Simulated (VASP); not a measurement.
# C (Fd-3m) in VASP: a series of runs

Runs on C. Level: PBE. Tasks: relaxation of cell and atoms.

Program: VASP 6.6.1. These are calculated values, not measurements. Logs are shortened: lines on timing, memory, paths and dates and some standing lists are left out, and cuts for length are marked.

### Step 1. The cell of the first run

It takes space group Fd-3m (No. 227, cubic). The conventional cell has a = 3.567 Å, b = 3.567 Å, c = 3.567 Å, α = 90.00°, β = 90.00°, γ = 90.00°. Within 2.1 Å of C (site symmetry -43m) lie 4 C at 1.54 Å.

### Step 2. Relaxation of cell and atoms, PBE, target pressure 2 GPa, at which the enthalpy is minimised

The input, INCAR:

```
SYSTEM = C
PREC = Accurate
ENCUT = 600
EDIFF = 1E-7
ISMEAR = 0
SIGMA = 0.01
LREAL = .FALSE.
LASPH = .TRUE.
NELM = 120
ALGO = Normal
ISIF = 3
LWAVE = .FALSE.
LCHARG = .FALSE.
GGA = PE
IBRION = 2
NSW = 80
EDIFFG = -0.005
PSTRESS = 20.0
GGA_COMPAT = .FALSE.
NELMIN = 4
```

The input, KPOINTS:

```
Automatic mesh
0
G
  8 8 8
  0 0 0
```

The input, POSCAR:

```
C
1.0
    2.5220660000      0.0000000000      0.0000000000
    1.2610330000      2.1841732260      0.0000000000
    1.2610330000      0.7280577420      2.0592582659
C
2
Direct
    0.0000000000      0.0000000000      0.0000000000
    0.2500000000      0.2500000000      0.2500000000
```

Potentials or basis: VASP PAW PBE potentials, release 64 (C).

On the command line:

```
> cat potpaw_PBE.64/C/POTCAR > POTCAR
> mpirun -np 1 vasp_std > vasp.out
```

OUTCAR:

```text
SYSTEM = C
   PREC = Accurate
   ENCUT = 600
   EDIFF = 1E-7
   ISMEAR = 0
   LREAL = .FALSE.
   LASPH = .TRUE.
   NELM = 120
   ISIF = 3
   GGA = PE
   IBRION = 2
   NSW = 80
   EDIFFG = -0.005
   PSTRESS = 20.0
   NELMIN = 4

 ion  position               nearest neighbor table
   1  0.000  0.000  0.000-   2 1.54   2 1.54   2 1.54   2 1.54
   2  0.250  0.250  0.250-   1 1.54   1 1.54   1 1.54   1 1.54

  LATTYP: Found a face centered cubic cell.
 ALAT       =     3.5667399424

  Lattice vectors:

 A1 = (   2.5220660000,   0.0000000000,   0.0000000000)
 A2 = (   1.2610330000,   2.1841732260,   0.0000000000)
 A3 = (   1.2610330000,   0.7280577420,   2.0592582659)

Analysis of symmetry for initial positions (statically):
=====================================================================
 Subroutine PRICEL returns:
 Original cell was already a primitive cell.

 Routine SETGRP: Setting up the symmetry group for a
 face centered cubic supercell.

 Subroutine GETGRP returns: Found 48 space group operations
 (whereof 24 operations were pure point group operations)
 out of a pool of 48 trial point group operations.

The static configuration has the point symmetry T_d .
 The point group associated with its full space group is O_h .

Analysis of symmetry for dynamics (positions and initial velocities):
=====================================================================
 Subroutine PRICEL returns:
 Original cell was already a primitive cell.

 Routine SETGRP: Setting up the symmetry group for a
 face centered cubic supercell.

 Subroutine GETGRP returns: Found 48 space group operations
 (whereof 24 operations were pure point group operations)
 out of a pool of 48 trial point group operations.

The dynamic configuration has the point symmetry T_d .
 The point group associated with its full space group is O_h .

 Subroutine INISYM returns: Found 48 space group operations
 (whereof 24 operations are pure point group operations),
 and found     1 'primitive' translations

----------------------------------------------------------------------------------------

                                     Primitive cell

  volume of cell :      11.3437

  direct lattice vectors                    reciprocal lattice vectors
     2.522066000  0.000000000  0.000000000     0.396500329 -0.228919572 -0.161870582
     1.261033000  2.184173226  0.000000000     0.000000000  0.457839144 -0.161870582
     1.261033000  0.728057742  2.059258266     0.000000000  0.000000000  0.485611745

  length of vectors
     2.522066000  2.522066000  2.522066000     0.485611745  0.485611745  0.485611745

  position of ions in fractional coordinates (direct lattice)
     0.000000000  0.000000000  0.000000000
     0.250000000  0.250000000  0.250000000

  ion indices of the primitive-cell ions
   primitive index   ion index
                 1           1
                 2           2

----------------------------------------------------------------------------------------

 KPOINTS: Automatic mesh

Automatic generation of k-mesh.
 Grid dimensions read from file:
 generate k-points for:    8    8    8

 Generating k-lattice:

  Cartesian coordinates                     Fractional coordinates (reciprocal lattice)
     0.049562541 -0.028614946 -0.020233823     0.125000000 -0.000000000  0.000000000
     0.000000000  0.057229893 -0.020233823     0.000000000  0.125000000  0.000000000
     0.000000000  0.000000000  0.060701468     0.000000000  0.000000000  0.125000000

  Length of vectors
     0.060701468  0.060701468  0.060701468

  Shift w.r.t. Gamma in fractional coordinates (k-lattice)
     0.000000000  0.000000000  0.000000000

 Subroutine IBZKPT returns following result:
 ===========================================

 Found     29 irreducible k-points:

 Following reciprocal coordinates:
            Coordinates               Weight
  0.000000  0.000000  0.000000      1.000000
  0.125000 -0.000000 -0.000000      8.000000
  0.250000 -0.000000 -0.000000      8.000000
  0.375000 -0.000000 -0.000000      8.000000
  0.500000 -0.000000 -0.000000      4.000000
  0.125000  0.125000  0.000000      6.000000
[... 16 lines left out ...]
  0.500000  0.250000  0.125000     48.000000
 -0.375000  0.250000  0.125000     24.000000
 [... further k-points ...]
   k-points           NKPTS =     29   k-points in BZ     NKDIM =     29   number of bands    NBANDS=      8
   number of dos      NEDOS =    301   number of ions     NIONS =      2
   total plane-waves  NPLWV =   8000
   dimension x,y,z NGX =    20 NGY =   20 NGZ =   20
   dimension x,y,z NGXF=    40 NGYF=   40 NGZF=   40
   ions per type =               2
   NGX,Y,Z   is equivalent  to a cutoff of  13.18, 13.18, 13.18 a.u.
   NGXF,Y,Z  is equivalent  to a cutoff of  26.37, 26.37, 26.37 a.u.
 SYSTEM =  C
   PREC   = accura    normal or accurate (medium, high low for compatibility)
   ISTART =      0    job   : 0-new  1-cont  2-samecut
   ICHARG =      2    charge: 1-file 2-atom 10-const
   ISPIN  =      1    spin polarized calculation?
   LNONCOLLINEAR =      F non collinear calculations
   LSORBIT =      F    spin-orbit coupling
   LASPH  =      T    aspherical Exc in radial PAW
   ENCUT  =  600.0 eV  44.10 Ry    6.64 a.u.   5.04  5.04  5.04*2*pi/ulx,y,z
   NELM   =    120;   NELMIN=  4; NELMDL= -5     # of ELM steps
   EDIFF  = 0.1E-06   stopping-criterion for ELM
   LREAL  =      F    real-space projection
   EDIFFG = -.5E-02   stopping-criterion for IOM
   NSW    =     80    number of steps for IOM
   IBRION =      2    ionic relax: 0-MD 1-quasi-New 2-CG
   NFREE  =      1    steps in history (QN), initial steepest desc. (CG)
   ISIF   =      3    stress and relaxation
   ISYM   =      2    0-nonsym 1-usesym 2-fastsym
   POTIM  = 0.5000    time-step for ionic-motion
   TEBEG  =    0.0;   TEEND  =   0.0 temperature during run
   PSTRESS=   20.0 pullay stress
   NELECT =       8.0000    total number of electrons
   NUPDOWN=      -1.0000    fix difference up-down
   EMIN   =  10.00;   EMAX   =-10.00  energy-range for DOS
   EFERMI =   0.00;   METHOD = LEGACY
   ISMEAR =     0;   SIGMA  =   0.01  broadening in eV -4-tet -1-fermi 0-gaus
   EFERMI_NEDOS =   21; number of points for ismear=-14 and -15
   IALGO  =     38    algorithm
   IMIX   =      4    mixing-type and parameters
     AMIX     =   0.40;   BMIX     =  1.00
     AMIX_MAG =   1.60;   BMIX_MAG =  1.00
  volume/ion in A,a.u.               =       5.67        38.28
  Fermi-wavevector in a.u.,A,eV,Ry     =   1.457203  2.753714 28.891162  2.123440
  Thomas-Fermi vector in A             =   2.574032
   LORBIT       =      0    0 simple, 1 ext, 2 COOP (PROOUT), +10 PAW based schemes
   GGA     = PE    functional components
   LHFCALC =     F    Hartree Fock is set to
   AEXX    =    0.0000 exact exchange contribution
   IVDW    =     0    specifies the selected vdW correction
   LEPSILON=     F    determine dielectric tensor
   LRPA    =     F    only Hartree local field effects (RPA)
 conjugate gradient relaxation of ions
 non-spin polarized calculation
 Gauss-broadening in eV      SIGMA  =   0.01
  energy-cutoff  :      600.00
  volume of cell :       11.34
 maximum number of plane-waves:       391
   NGX =  9   NGY =  9   NGZ =  9

--------------------------------------- Ionic step        1  -------------------------------------------

 number of electron       7.9999999 magnetization

 Free energy of the ion-electron system (eV)
  ---------------------------------------------------
  ext. energy  EPLUGINS =         0.00000000
  ---------------------------------------------------
  free energy    TOTEN  =       -18.18920949 eV

  energy without entropy =      -18.18920949  energy(sigma->0) =      -18.18920949

------------------------ aborting loop because EDIFF is reached ----------------------------------------

  FORCE on cell =-STRESS in cart. coord.  units (eV):
  Direction    XX          YY          ZZ          XY          YZ          ZX
  --------------------------------------------------------------------------------------
  -------------------------------------------------------------------------------------
  Total        0.1265417      0.1265417      0.1265417     -0.0000000      0.0000000      0.0000000
  in kB       17.8726878     17.8726878     17.8726878     -0.0000000      0.0000000      0.0000000
  external PRESSURE =      -2.1273122 kB  Pullay stress =      20.0000000 kB
[... 61 lines left out ...]
  enthalpy is  TOTEN    =       -18.0476044395 eV   P V=        0.1414491436

--------------------------------------- Ionic step        3  -------------------------------------------

 number of electron       7.9999999 magnetization

 Free energy of the ion-electron system (eV)
  ---------------------------------------------------
  ext. energy  EPLUGINS =         0.00000000
  ---------------------------------------------------
  free energy    TOTEN  =       -18.18914201 eV

  energy without entropy =      -18.18914201  energy(sigma->0) =      -18.18914201

 E-fermi :   9.8224     XC(G=0): -13.2531

 val. band max:        9.7362168906   @ k =   0.0000   0.0000   0.0000
 cond. band min:      13.8700694805   @ k =   0.3750   0.3750   0.0000
 fundamental gap:      4.1338525899
 Fermi energy:         9.8223883898

 k-point     1 :       0.0000    0.0000    0.0000
  band No.  band energies     occupation
      1     -11.7472      2.00000
      2       9.7362      2.00000
      3       9.7362      2.00000
      4       9.7362      2.00000
      5      15.3277      0.00000
      6      15.3277      0.00000
      7      15.3277      0.00000
      8      23.0791      0.00000
[... 243 lines left out ...]
 k-point    24 :      -0.3750    0.2500    0.1250
  band No.  band energies     occupation
      1      -4.9581      2.00000
      2      -2.6322      2.00000
      3       3.4210      2.00000
      4       5.0461      2.00000
      5      18.0374      0.00000
      6      19.1889      0.00000
      7      22.7944      0.00000
      8      24.6072      0.00000

 [... further k-points ...]
[... 5 lines left out ...]
  --------------------------------------------------------------------------------------
  -------------------------------------------------------------------------------------
  Total        0.1421146      0.1421146      0.1421146      0.0000000      0.0000000      0.0000000
  in kB       20.0823152     20.0823152     20.0823152      0.0000000      0.0000000      0.0000000
  external PRESSURE =       0.0823152 kB  Pullay stress =      20.0000000 kB
[... 17 lines left out ...]
  FREE ENERGIE OF THE ION-ELECTRON SYSTEM (eV)
  ---------------------------------------------------
  free  energy   TOTEN  =       -18.1891420051 eV

  energy  without entropy=      -18.1891420051  energy(sigma->0) =      -18.18914201

  enthalpy is  TOTEN    =       -18.0476099664 eV   P V=        0.1415320387

 reached required accuracy - stopping structural energy minimisation
```

Run time: 9.7 s. Hardware: 1 thread of Intel Xeon Platinum 8488C (Sapphire Rapids), shared host; peak memory 0.11 GiB.

Results:

| Property | Result |
| --- | --- |
| Free energy | -18.1891 eV |
| Relaxed volume | 5.67 Å³/atom |
| Relaxed cell | a = 2.522 Å, b = 2.522 Å, c = 2.522 Å, α = 60.00°, β = 60.00°, γ = 60.00° |
| Space group after relaxing (to 0.05 Å) | Fd-3m (No. 227) |
| Energy change on relaxing (the enthalpy is what falls) | +0.0 meV/atom |
| Ionic steps | 3 |
| Pressure after relaxing | 2.0 GPa |
| Band gap on the k mesh | 4.13 eV, indirect (least direct gap 5.59 eV) |

Final structure:
```
C
1.0
     2.52164    0.00000    0.00000
     1.26082    2.18381    0.00000
     1.26082    0.72794    2.05891
C
2
Direct
  0.00000 0.00000 0.00000
  0.25000 0.25000 0.25000
```

Levels at points of the mesh, in eV from the valence-band top:
| k point | band 1 | band 2 | band 3 | band 4 | band 5 | band 6 | band 7 | band 8 |
| --- | --- | --- | --- | --- | --- | --- | --- | --- |
| (0.00, 0.00, 0.00) | -21.48 | 0.00 | 0.00 | 0.00 | 5.59 | 5.59 | 5.59 | 13.34 |
| (0.50, 0.00, 0.00) | -15.71 | -13.38 | -2.80 | -2.80 | 8.46 | 8.46 | 8.85 | 15.70 |
| (0.50, 0.50, 0.00) | -12.77 | -12.77 | -6.30 | -6.30 | 4.76 | 4.76 | 16.81 | 16.81 |

Caveat: the cell is relaxed towards a set pressure, so the enthalpy falls and the energy may rise. A k mesh can miss the band edges.

### Step 3. Relaxation of cell and atoms, PBE, target pressure 4 GPa, at which the enthalpy is minimised

The input, INCAR:

```
SYSTEM = C
  ALGO = Normal
  EDIFF = 1E-7
  EDIFFG = -0.005
  ENCUT = 600
  GGA = PE
  GGA_COMPAT = .False.
  IBRION = 2
  ISIF = 3
  ISMEAR = 0
  LASPH = .True.
  LCHARG = .False.
  LREAL = .False.
  LWAVE = .False.
  NELM = 120
  NELMIN = 4
  NSW = 80
  PREC = Accurate
  PSTRESS = 40.0
  SIGMA = 0.01
```

The input, KPOINTS:

```
k-points
0
Gamma
  8 8 8
  0 0 0
```

POSCAR is that of step 2.

Potentials or basis: VASP PAW PBE potentials, release 64 (C).

On the command line:

```
> cat potpaw_PBE.64/C/POTCAR > POTCAR
> mpirun -np 1 vasp_std > vasp.out
```

It took 11 s on 1 thread of Intel Xeon Platinum 8488C (Sapphire Rapids), shared host; peak memory 0.11 GiB.

The run converged. Its results:

| Item | Value |
| --- | --- |
| Free energy | -18.1882 eV |
| Relaxed volume | 5.64 Å³/atom |
| Relaxed cell | a = 2.518 Å, b = 2.518 Å, c = 2.518 Å, α = 60.00°, β = 60.00°, γ = 60.00° |
| Space group after relaxing (to 0.05 Å) | Fd-3m (No. 227) |
| Energy change on relaxing (the enthalpy is what falls) | +0.5 meV/atom |
| Ionic steps | 3 |
| Pressure after relaxing | 4.0 GPa |
| Band gap on the k mesh | 4.14 eV, indirect (least direct gap 5.60 eV) |

Step by step:
| step | energy change (eV) | largest force (eV/Å) | pressure (GPa) | volume (Å³) |
| --- | --- | --- | --- | --- |
| 1 | 0.0000 | 0.0000 | 1.79 | 11.34 |
| 2 | 0.0034 | 0.0000 | 6.88 | 11.22 |
| 3 | 0.0010 | 0.0000 | 4.01 | 11.29 |

Final structure:
```
CELL_PARAMETERS angstrom
2.51786 0.00000 0.00000
1.25893 2.18053 0.00000
1.25893 0.72684 2.05582
ATOMIC_POSITIONS crystal
C 0.00000 0.00000 0.00000
C 0.25000 0.25000 0.25000
```

Levels at points of the mesh, in eV from the valence-band top:
```csv
k point,band 1,band 2,band 3,band 4,band 5,band 6,band 7,band 8
"(0.00, 0.00, 0.00)",-21.54,0.00,0.00,0.00,5.60,5.60,5.60,13.45
"(0.50, 0.00, 0.00)",-15.74,-13.43,-2.81,-2.81,8.48,8.48,8.92,15.74
"(0.50, 0.50, 0.00)",-12.80,-12.80,-6.33,-6.33,4.77,4.77,16.88,16.88
```

Caveat: the cell is relaxed towards a set pressure, so the enthalpy falls and the energy may rise. A k mesh can miss the band edges.

### Step 4. Relaxation of cell and atoms, PBE, target pressure 6 GPa, at which the enthalpy is minimised

The input, INCAR:

```
PREC = Accurate ; ENCUT = 600
EDIFF = 1E-7 ; ISMEAR = 0
SIGMA = 0.01 ; LREAL = F
LASPH = T ; NELM = 120
ALGO = Normal ; ISIF = 3
LWAVE = F ; LCHARG = F
GGA = PE ; IBRION = 2
NSW = 80 ; EDIFFG = -0.005
PSTRESS = 60.0 ; GGA_COMPAT = F
NELMIN = 4
```

The input, KPOINTS:

```
Automatic mesh
0
Gamma
  8 8 8
```

POSCAR is that of step 3.

On the command line:

```
> cat potpaw_PBE.64/C/POTCAR > POTCAR
> mpirun -np 1 vasp_std > vasp.out
```

Run time: 11 s. Hardware: 1 thread of Intel Xeon Platinum 8488C (Sapphire Rapids), shared host; peak memory 0.11 GiB.

Results (log left out):

| Property | Result |
| --- | --- |
| Free energy | -18.1866 eV |
| Relaxed volume | 5.62 Å³/atom |
| Relaxed cell | a = 2.514 Å, b = 2.514 Å, c = 2.514 Å, α = 60.00°, β = 60.00°, γ = 60.00° |
| Space group after relaxing (to 0.05 Å) | Fd-3m (No. 227) |
| Energy change on relaxing (the enthalpy is what falls) | +1.3 meV/atom |
| Ionic steps | 3 |
| Pressure after relaxing | 6.0 GPa |
| Band gap on the k mesh | 4.15 eV, indirect (least direct gap 5.62 eV) |

Step by step:
| step | energy change (eV) | largest force (eV/Å) | pressure (GPa) | volume (Å³) |
| --- | --- | --- | --- | --- |
| 1 | 0.0000 | 0.0000 | 1.79 | 11.34 |
| 2 | 0.0101 | 0.0000 | 11.69 | 11.10 |
| 3 | 0.0026 | 0.0000 | 6.00 | 11.24 |

Final structure:
```xyz
2
Lattice="2.5142 0.0000 0.0000 1.2571 2.1773 0.0000 1.2571 0.7258 2.0528" Properties=species:S:1:pos:R:3 pbc="T T T"
C     0.0000    0.0000    0.0000
C     1.2571    0.7258    0.5132
```

Levels at points of the mesh, in eV from the valence-band top:
```
           k point  band 1  band 2  band 3  band 4  band 5  band 6  band 7  band 8
(0.00, 0.00, 0.00)  -21.60    0.00    0.00    0.00    5.62    5.62    5.62   13.55
(0.50, 0.00, 0.00)  -15.77  -13.48   -2.82   -2.82    8.50    8.50    8.98   15.78
(0.50, 0.50, 0.00)  -12.83  -12.83   -6.36   -6.36    4.78    4.78   16.95   16.95
```

Caveat: the cell is relaxed towards a set pressure, so the enthalpy falls and the energy may rise. A k mesh can miss the band edges.

### Step 5. Relaxation of cell and atoms, PBE, target pressure 8 GPa, at which the enthalpy is minimised

The input, INCAR:

```
PREC     = Accurate       # precision mode
ENCUT    = 600            # plane-wave cutoff, eV
EDIFF    = 1E-7           # SCF threshold, eV
ISMEAR   = 0              # smearing method
SIGMA    = 0.01           # smearing width, eV
LREAL    = False          # projectors in reciprocal space
LASPH    = True           # aspherical terms in the spheres
NELM     = 120            # most SCF steps
ALGO     = Normal         # electronic algorithm
ISIF     = 3              # what is computed and relaxed
LWAVE    = False          # write WAVECAR
LCHARG   = False          # write CHGCAR
GGA      = PE             # functional
IBRION   = 2              # ionic algorithm
NSW      = 80             # ionic steps
EDIFFG   = -0.005         # ionic threshold
PSTRESS  = 80.0         
GGA_COMPAT= False        
NELMIN   = 4
```

The input, KPOINTS:

```
regular mesh
0
Gamma
  8 8 8
```

POSCAR is that of step 4.

On the command line:

```
> cat potpaw_PBE.64/C/POTCAR > POTCAR
> mpirun -np 1 vasp_std > vasp.out
```

Wall time 11 s (1 thread of Intel Xeon Platinum 8488C (Sapphire Rapids), shared host); peak memory 0.11 GiB.

The run converged. Its results:

- Free energy: -18.1845 eV
- Relaxed volume: 5.59 Å³/atom
- Relaxed cell: a = 2.511 Å, b = 2.511 Å, c = 2.511 Å, α = 60.00°, β = 60.00°, γ = 60.00°
- Space group after relaxing (to 0.05 Å): Fd-3m (No. 227)
- Energy change on relaxing (the enthalpy is what falls): +2.3 meV/atom
- Ionic steps: 3
- Pressure after relaxing: 8.0 GPa
- Band gap on the k mesh: 4.16 eV, indirect (least direct gap 5.63 eV)

Step by step:
| step | energy change (eV) | largest force (eV/Å) | pressure (GPa) | volume (Å³) |
| --- | --- | --- | --- | --- |
| 1 | 0.0000 | 0.0000 | 1.79 | 11.34 |
| 2 | 0.0202 | 0.0000 | 16.70 | 10.99 |
| 3 | 0.0047 | 0.0000 | 7.98 | 11.19 |

Final structure:
```cif
data_structure
_symmetry_space_group_name_H-M 'P 1'
_symmetry_Int_Tables_number 1
_cell_length_a 2.5105
_cell_length_b 2.5105
_cell_length_c 2.5105
_cell_angle_alpha 60.000
_cell_angle_beta 60.000
_cell_angle_gamma 60.000
_cell_volume 11.19
loop_
_atom_site_label
_atom_site_type_symbol
_atom_site_fract_x
_atom_site_fract_y
_atom_site_fract_z
_atom_site_occupancy
C1 C 0.00000 0.00000 0.00000 1
C2 C 0.25000 0.25000 0.25000 1
```

Levels at points of the mesh, in eV from the valence-band top:
| k point | band 1 | band 2 | band 3 | band 4 | band 5 | band 6 | band 7 | band 8 |
| --- | --- | --- | --- | --- | --- | --- | --- | --- |
| (0.00, 0.00, 0.00) | -21.66 | 0.00 | 0.00 | 0.00 | 5.63 | 5.63 | 5.63 | 13.65 |
| (0.50, 0.00, 0.00) | -15.81 | -13.53 | -2.84 | -2.84 | 8.52 | 8.52 | 9.03 | 15.82 |
| (0.50, 0.50, 0.00) | -12.86 | -12.86 | -6.38 | -6.38 | 4.79 | 4.79 | 17.01 | 17.01 |

Caveat: the cell is relaxed towards a set pressure, so the enthalpy falls and the energy may rise.

### Step 6. Overview

| cell | gap on the mesh (eV) | pressure (GPa) |
| --- | --- | --- |
| relaxed to 2 GPa | 4.13 | 2.0 |
| relaxed to 4 GPa | 4.14 | 4.0 |
| relaxed to 6 GPa | 4.15 | 6.0 |
| relaxed to 8 GPa | 4.16 | 8.0 |

Alike in all rows: task relaxation of cell and atoms; level PBE; potentials or basis VASP PAW PBE potentials, release 64 (C); no spin polarisation; k mesh 8 × 8 × 8; cutoff (eV) 600; smearing gaussian 0.01 eV.

Caveats: the cell is relaxed towards a set pressure, so the enthalpy falls and the energy may rise.

Total energies depend on the potentials used, so only differences within one code and one set of settings carry meaning.
